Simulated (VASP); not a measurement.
Set up this calculation in VASP 6.6.1, as the native input.

```
Task                   : single point
Functional             : PBEsol
Potentials or basis    : VASP PAW PBE potentials, release 64 (Sb, In_d)
Cutoff                 : 520 eV
k mesh                 : 6 × 6 × 6
Occupations            : fermi-dirac, width 0.05 eV
Spin                   : no spin polarisation
Dipole correction      : no
Further INCAR settings : ALGO = Normal; EDIFF = 1e-07; NBANDS = 22
```

The structure of InSb3 lies in POSCAR:

```
InSb3
1.0
    4.5325895321      0.0000000000      0.0000000000
    0.0000000000      4.5325895321      0.0000000000
    0.0000000000      0.0000000000      4.5325895321
Sb In
3 1
Direct
    0.5000000000      0.5000000000      0.0000000000
    0.0000000000      0.5000000000      0.5000000000
    0.5000000000      0.0000000000      0.5000000000
    0.0000000000      0.0000000000      0.0000000000
```

One way to write it, as run:

INCAR

```
SYSTEM = InSb3
PREC = Accurate ; ENCUT = 520
EDIFF = 1E-7 ; ISMEAR = -1
SIGMA = 0.05 ; LREAL = .FALSE.
LASPH = .TRUE. ; NELM = 100
ALGO = Normal ; ISIF = 2
LWAVE = .FALSE. ; LCHARG = .FALSE.
GGA = PS ; NBANDS = 22
```

KPOINTS

```
Automatic mesh
0
G
  6 6 6
  0 0 0
```

Potentials or basis: VASP PAW PBE potentials, release 64 (Sb, In_d).

The run is started by

```bash
$ cat potpaw_PBE.64/Sb/POTCAR potpaw_PBE.64/In_d/POTCAR > POTCAR
$ mpirun -np 1 vasp_std > vasp.out
```

Results of the run:

The pressure is 10.0 GPa. The band gap on the k mesh is zero (band 14 reaches 14.42 eV, above the bottom of band 15 at 8.66 eV).

Caveat: the PAW data sets were made with another functional, which shifts forces and pressure a little; spin-orbit coupling is left out, which moves the levels of the heavy elements.

Wall time 55 s on 1 thread of AMD EPYC 7R43 64-Core Processor (Zen 3), with other jobs on the host, peak memory 0.18 GiB.
